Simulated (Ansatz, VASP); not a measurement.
**One calculation of MgCd5Te6, two programs**

```
Mg Cd Te
1.0
     4.67367    0.00000    0.00000
     0.00000    4.67367    0.00000
     0.00000    0.00000   19.74225
Mg Cd Te
1 5 6
Direct
  0.50000 0.50000 0.00000
  0.00000 0.00000 0.83556
  0.00000 0.00000 0.16444
  0.50000 0.50000 0.33220
  0.00000 0.00000 0.50000
  0.50000 0.50000 0.66780
  0.50000 0.00000 0.08019
  0.00000 0.50000 0.24833
  0.50000 0.00000 0.41610
  0.00000 0.50000 0.58390
  0.50000 0.00000 0.75167
  0.00000 0.50000 0.91981
```

Alike in both runs: task single point; functional PBE; k mesh 4 × 4 × 1; occupations gaussian, width 0.1 eV; no spin polarisation.

|  | VASP | Ansatz |
| --- | --- | --- |
| version | VASP 6.6.1 | Ansatz 0.2.0 |
| potentials or method | VASP PAW PBE potentials, release 64 (Mg, Cd, Te), cutoff 520 eV | scalar-relativistic, plane waves, PAW |
| valence electrons in the cell | 98 | 206 |

Ansatz gave:

| Item | Value |
| --- | --- |
| gap on the k mesh at the Fermi level (eV) | 0.82 |
| least direct gap on the mesh (eV) | 0.82 |
| pressure (GPa) | 0.0 |
| traceless stress, the component that is largest in VASP (GPa) | -0.10 |
| rms of the force components (eV/Å) | 0.002 |

What did VASP give for the same quantities?

gap on the k mesh at the Fermi level (eV): 0.81; least direct gap on the mesh (eV): 0.81; pressure (GPa): 0.1; traceless stress, the component that is largest in VASP (GPa): -0.10; rms of the force components (eV/Å): 0.006.

Atom by atom the forces differ by 0.004 eV/Å (rms over components). The functional is the same, so the differences come from potentials, cutoffs and numerics. VASP's potentials hold 98 valence electrons a cell and Ansatz's 206, so a difference there can come from the potentials and not from the codes.

Spin-orbit coupling is off throughout.
